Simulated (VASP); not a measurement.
# SiC (P6_3mc) in VASP: single point with PBE

Aim: the single point of SiC with PBE.

Program: VASP 6.6.1. These are calculated values, not measurements. Logs are shortened: lines on timing, memory, paths and dates and some standing lists are left out, and cuts for length are marked.

## Step 1: The cell of the first run

The structure is hexagonal, space group P6_3mc (No. 186). Conventional cell: a = 3.092 Å, b = 3.092 Å, c = 5.074 Å, α = 90.00°, β = 90.00°, γ = 120.00°. Si (site symmetry 3m) has 4 C at 1.89 to 1.91 Å within 2.5 Å. Within 2.5 Å of C (site symmetry 3m) lie 4 Si at 1.89 to 1.91 Å.

## Step 2: Single point, PBE

INCAR

```
  PREC = Accurate
  ENCUT = 520
  EDIFF = 1E-7
  ISMEAR = 0
  SIGMA = 0.05
  LREAL = F
  LASPH = T
  NELM = 80
  ALGO = Normal
  ISIF = 2
  LWAVE = F
  LCHARG = F
  GGA = PE
  NBANDS = 16
```

KPOINTS

```
regular mesh
0
Gamma
  12 12 6
```

POSCAR

```
SiC
1.0
    3.0917664073      0.0000000000      0.0000000000
   -1.5458832036      2.6775482513      0.0000000000
    0.0000000000      0.0000000000      5.0740211774
Si C
2 2
Direct
    0.3333333333      0.6666666667      0.0045635313
    0.6666666667      0.3333333333      0.5045635313
    0.3333333333      0.6666666667      0.3804364687
    0.6666666667      0.3333333333      0.8804364687
```

Potentials or basis: VASP PAW PBE potentials, release 64 (Si, C).

Run with:

```bash
> cat potpaw_PBE.64/Si/POTCAR potpaw_PBE.64/C/POTCAR > POTCAR
> mpirun -np 1 vasp_std > vasp.out
```

OUTCAR:

```text
PREC = Accurate
   ENCUT = 520
   EDIFF = 1E-7
   ISMEAR = 0
   LREAL = F
   LASPH = T
   NELM = 80
   ISIF = 2
   GGA = PE

 ion  position               nearest neighbor table
   1  0.333  0.667  0.005-   4 1.89   4 1.89   4 1.89   3 1.91   2 3.10   2 3.10   2 3.10   2 3.10
                             2 3.10   2 3.10
   2  0.667  0.333  0.505-   3 1.89   3 1.89   3 1.89   4 1.91   1 3.10   1 3.10   1 3.10   1 3.10
                             1 3.10   1 3.10
   3  0.333  0.667  0.380-   2 1.89   2 1.89   2 1.89   1 1.91
   4  0.667  0.333  0.880-   1 1.89   1 1.89   1 1.89   2 1.91

  LATTYP: Found a hexagonal cell.
 ALAT       =     3.0917664073
 C/A-ratio  =     1.6411398886

  Lattice vectors:

 A1 = (   3.0917664073,   0.0000000000,   0.0000000000)
 A2 = (  -1.5458832036,   2.6775482513,   0.0000000000)
 A3 = (   0.0000000000,   0.0000000000,   5.0740211774)

Analysis of symmetry for initial positions (statically):
=====================================================================
 Subroutine PRICEL returns:
 Original cell was already a primitive cell.

 Routine SETGRP: Setting up the symmetry group for a
 hexagonal supercell.

 Subroutine GETGRP returns: Found 12 space group operations
 (whereof  6 operations were pure point group operations)
 out of a pool of 24 trial point group operations.

The static configuration has the point symmetry C_3v.
 The point group associated with its full space group is C_6v.

Analysis of symmetry for dynamics (positions and initial velocities):
=====================================================================
 Subroutine PRICEL returns:
 Original cell was already a primitive cell.

 Routine SETGRP: Setting up the symmetry group for a
 hexagonal supercell.

 Subroutine GETGRP returns: Found 12 space group operations
 (whereof  6 operations were pure point group operations)
 out of a pool of 24 trial point group operations.

The dynamic configuration has the point symmetry C_3v.
 The point group associated with its full space group is C_6v.

 Subroutine INISYM returns: Found 12 space group operations
 (whereof  6 operations are pure point group operations),
 and found     1 'primitive' translations

----------------------------------------------------------------------------------------

                                     Primitive cell

  volume of cell :      42.0045

  direct lattice vectors                    reciprocal lattice vectors
     3.091766407  0.000000000  0.000000000     0.323439700  0.186737998  0.000000000
    -1.545883204  2.677548251  0.000000000     0.000000000  0.373475996  0.000000000
     0.000000000  0.000000000  5.074021177     0.000000000  0.000000000  0.197082347

  length of vectors
     3.091766407  3.091766407  5.074021177     0.373475996  0.373475996  0.197082347

  position of ions in fractional coordinates (direct lattice)
     0.333333333  0.666666667  0.004563531
     0.666666667  0.333333333  0.504563531
     0.333333333  0.666666667  0.380436469
     0.666666667  0.333333333  0.880436469

  ion indices of the primitive-cell ions
   primitive index   ion index
                 1           1
                 2           2
                 3           3
                 4           4

----------------------------------------------------------------------------------------

 KPOINTS: regular mesh

Automatic generation of k-mesh.
 Grid dimensions read from file:
 generate k-points for:   12   12    6

 Generating k-lattice:

  Cartesian coordinates                     Fractional coordinates (reciprocal lattice)
     0.026953308  0.015561500  0.000000000     0.083333333  0.000000000  0.000000000
     0.000000000  0.031123000  0.000000000     0.000000000  0.083333333  0.000000000
     0.000000000  0.000000000  0.032847058     0.000000000  0.000000000  0.166666667

  Length of vectors
     0.031123000  0.031123000  0.032847058

  Shift w.r.t. Gamma in fractional coordinates (k-lattice)
     0.000000000  0.000000000  0.000000000

 Subroutine IBZKPT returns following result:
 ===========================================

 Found     76 irreducible k-points:

 Following reciprocal coordinates:
            Coordinates               Weight
  0.000000  0.000000  0.000000      1.000000
  0.083333 -0.000000  0.000000      6.000000
  0.166667 -0.000000  0.000000      6.000000
  0.250000 -0.000000  0.000000      6.000000
  0.333333 -0.000000  0.000000      6.000000
  0.416667 -0.000000  0.000000      6.000000
[... 16 lines left out ...]
  0.250000 -0.000000  0.166667     12.000000
  0.333333 -0.000000  0.166667     12.000000
 [... further k-points ...]
   k-points           NKPTS =     76   k-points in BZ     NKDIM =     76   number of bands    NBANDS=     16
   number of dos      NEDOS =    301   number of ions     NIONS =      4
   total plane-waves  NPLWV =  23040
   dimension x,y,z NGX =    24 NGY =   24 NGZ =   40
   dimension x,y,z NGXF=    48 NGYF=   48 NGZF=   80
   ions per type =               2   2
   NGX,Y,Z   is equivalent  to a cutoff of  12.90, 12.90, 13.11 a.u.
   NGXF,Y,Z  is equivalent  to a cutoff of  25.81, 25.81, 26.21 a.u.
 SYSTEM =  unknown system
   PREC   = accura    normal or accurate (medium, high low for compatibility)
   ISTART =      0    job   : 0-new  1-cont  2-samecut
   ICHARG =      2    charge: 1-file 2-atom 10-const
   ISPIN  =      1    spin polarized calculation?
   LNONCOLLINEAR =      F non collinear calculations
   LSORBIT =      F    spin-orbit coupling
   LASPH  =      T    aspherical Exc in radial PAW
   ENCUT  =  520.0 eV  38.22 Ry    6.18 a.u.   5.75  5.75  9.43*2*pi/ulx,y,z
   NELM   =     80;   NELMIN=  2; NELMDL= -5     # of ELM steps
   EDIFF  = 0.1E-06   stopping-criterion for ELM
   LREAL  =      F    real-space projection
   EDIFFG = 0.1E-05   stopping-criterion for IOM
   NSW    =      0    number of steps for IOM
   IBRION =     -1    ionic relax: 0-MD 1-quasi-New 2-CG
   NFREE  =      0    steps in history (QN), initial steepest desc. (CG)
   ISIF   =      2    stress and relaxation
   ISYM   =      2    0-nonsym 1-usesym 2-fastsym
   POTIM  = 0.5000    time-step for ionic-motion
   TEBEG  =    0.0;   TEEND  =   0.0 temperature during run
   PSTRESS=    0.0 pullay stress
   NELECT =      16.0000    total number of electrons
   NUPDOWN=      -1.0000    fix difference up-down
   EMIN   =  10.00;   EMAX   =-10.00  energy-range for DOS
   EFERMI =   0.00;   METHOD = LEGACY
   ISMEAR =     0;   SIGMA  =   0.05  broadening in eV -4-tet -1-fermi 0-gaus
   EFERMI_NEDOS =   21; number of points for ismear=-14 and -15
   IALGO  =     38    algorithm
   IMIX   =      4    mixing-type and parameters
     AMIX     =   0.40;   BMIX     =  1.00
     AMIX_MAG =   1.60;   BMIX_MAG =  1.00
  volume/ion in A,a.u.               =      10.50        70.87
  Fermi-wavevector in a.u.,A,eV,Ry     =   1.186723  2.242582 19.161245  1.408312
  Thomas-Fermi vector in A             =   2.322890
   LORBIT       =      0    0 simple, 1 ext, 2 COOP (PROOUT), +10 PAW based schemes
   GGA     = PE    functional components
   LHFCALC =     F    Hartree Fock is set to
   AEXX    =    0.0000 exact exchange contribution
   IVDW    =     0    specifies the selected vdW correction
   LEPSILON=     F    determine dielectric tensor
   LRPA    =     F    only Hartree local field effects (RPA)
 non-spin polarized calculation
 Gauss-broadening in eV      SIGMA  =   0.05
  energy-cutoff  :      520.00
  volume of cell :       42.00
 maximum number of plane-waves:      1170
 NGX is ok and might be reduce to    24
   NGX = 11   NGY = 11   NGZ = 19

 number of electron      16.0000000 magnetization

 Free energy of the ion-electron system (eV)
  ---------------------------------------------------
  ext. energy  EPLUGINS =         0.00000000
  ---------------------------------------------------
  free energy    TOTEN  =       -30.11026290 eV

  energy without entropy =      -30.11026290  energy(sigma->0) =      -30.11026290

 E-fermi :   8.3554     XC(G=0): -11.2833

 val. band max:        8.0852665818   @ k =   0.0000   0.0000   0.0000
 cond. band min:      10.3896870142   @ k =   0.3333   0.3333   0.0000
 fundamental gap:      2.3044204324
 Fermi energy:         8.3553944661

 k-point     1 :       0.0000    0.0000    0.0000
  band No.  band energies     occupation
      1      -7.3609      2.00000
      2      -3.8515      2.00000
      3      -0.5228      2.00000
      4       6.7760      2.00000
      5       6.7760      2.00000
      6       7.9767      2.00000
[... 8 lines left out ...]
     15      16.9343      0.00000
     16      19.3020      0.00000

 k-point     2 :       0.0833   -0.0000    0.0000
  band No.  band energies     occupation
      1      -7.2418      2.00000
      2      -3.7498      2.00000
      3      -0.4137      2.00000
      4       6.0957      2.00000
      5       6.5683      2.00000
      6       7.6214      2.00000
[... 8 lines left out ...]
     15      17.2360      0.00000
     16      18.4323      0.00000

 k-point     3 :       0.1667   -0.0000    0.0000
  band No.  band energies     occupation
      1      -6.8878      2.00000
      2      -3.4537      2.00000
      3      -0.0960      2.00000
      4       4.6211      2.00000
      5       6.0977      2.00000
      6       6.5078      2.00000
[... 8 lines left out ...]
     15      17.5682      0.00000
     16      17.9057      0.00000

 k-point     4 :       0.2500   -0.0000    0.0000
  band No.  band energies     occupation
      1      -6.3101      2.00000
      2      -3.0001      2.00000
      3       0.3809      2.00000
      4       3.0219      2.00000
      5       5.1299      2.00000
      6       5.5862      2.00000
[... 8 lines left out ...]
     15      18.0479      0.00000
     16      18.8067      0.00000
[... 324 lines left out ...]
 k-point    22 :       0.1667   -0.0000    0.1667
  band No.  band energies     occupation
      1      -6.7551      2.00000
      2      -3.9620      2.00000
      3       0.6061      2.00000
      4       4.7422      2.00000
      5       6.1234      2.00000
      6       6.1874      2.00000
[... 8 lines left out ...]
     15      17.7382      0.00000
     16      18.2697      0.00000

 k-point    23 :       0.2500   -0.0000    0.1667
  band No.  band energies     occupation
      1      -6.1796      2.00000
      2      -3.4717      2.00000
      3       0.9650      2.00000
      4       3.2254      2.00000
      5       4.7452      2.00000
      6       5.6827      2.00000
[... 8 lines left out ...]
     15      18.7532      0.00000
     16      18.7742      0.00000

 k-point    24 :       0.3333   -0.0000    0.1667
  band No.  band energies     occupation
      1      -5.4104      2.00000
      2      -2.8942      2.00000
      3       0.8027      2.00000
      4       2.5096      2.00000
      5       3.3310      2.00000
      6       5.2635      2.00000
[... 8 lines left out ...]
     15      19.2452      0.00000
     16      20.0634      0.00000

 [... further k-points ...]

------------------------ aborting loop because EDIFF is reached ----------------------------------------

  FORCE on cell =-STRESS in cart. coord.  units (eV):
  Direction    XX          YY          ZZ          XY          YZ          ZX
  --------------------------------------------------------------------------------------
  -------------------------------------------------------------------------------------
  Total       -0.0021153     -0.0021153     -0.0040266     -0.0000000      0.0000000      0.0000000
  in kB       -0.0806834     -0.0806834     -0.1535877     -0.0000000      0.0000000      0.0000000
  external PRESSURE =      -0.1049849 kB  Pullay stress =       0.0000000 kB

 VOLUME and BASIS-vectors are now :
 -----------------------------------------------------------------------------
  energy-cutoff  :      520.00
  volume of cell :       42.00
      direct lattice vectors                 reciprocal lattice vectors
     3.091766407  0.000000000  0.000000000     0.323439700  0.186737998  0.000000000
    -1.545883204  2.677548251  0.000000000     0.000000000  0.373475996  0.000000000
     0.000000000  0.000000000  5.074021177     0.000000000  0.000000000  0.197082347

 POSITION                                       TOTAL-FORCE (eV/Angst)
 -----------------------------------------------------------------------------------
     -0.00000      1.78503      0.02316         0.000000      0.000000      0.003295
      1.54588      0.89252      2.56017        -0.000000     -0.000000      0.003295
     -0.00000      1.78503      1.93034         0.000000      0.000000     -0.003295
      1.54588      0.89252      4.46735        -0.000000      0.000000     -0.003295
 -----------------------------------------------------------------------------------
    total drift:                               -0.000000      0.000000     -0.000088

  FREE ENERGIE OF THE ION-ELECTRON SYSTEM (eV)
  ---------------------------------------------------
  free  energy   TOTEN  =       -30.1102628992 eV

  energy  without entropy=      -30.1102628992  energy(sigma->0) =      -30.11026290
```

It took 21 s on 1 thread of Intel Xeon Platinum 8559C (Emerald Rapids), shared host; peak memory 0.18 GiB.

Results:

```
Free energy            : -30.1103 eV
Pressure               : 0.0 GPa
Largest force          : 0.003 eV/Å
Band gap on the k mesh : 2.30 eV, indirect (least direct gap 3.94 eV)
```

Forces on the atoms (eV/Å):
```
Si   0.000  0.000  0.003
Si   0.000  0.000  0.003
C    0.000  0.000 -0.003
C    0.000  0.000 -0.003
```

Levels at points of the mesh, in eV from the valence-band top:
```tsv
k point	band 4	band 5	band 6	band 7	band 8	band 9	band 10	band 11	band 12	band 13
(0.00, 0.00, 0.00)	-1.31	-1.31	-0.11	0.00	0.00	4.68	6.05	6.58	6.58	7.62
(0.50, 0.00, 0.00)	-6.25	-5.37	-3.29	-3.24	-1.19	2.75	4.21	6.76	7.07	9.91
(0.00, 0.00, 0.50)	-4.41	-0.71	-0.71	-0.71	-0.71	5.76	5.76	7.27	7.27	7.27
(0.50, 0.00, 0.50)	-8.19	-2.42	-2.42	-2.31	-2.31	3.25	3.25	5.19	5.19	10.27
```

A k mesh can miss the band edges. Expect the measured gap to be larger: semilocal functionals such as PBE lack the derivative discontinuity.
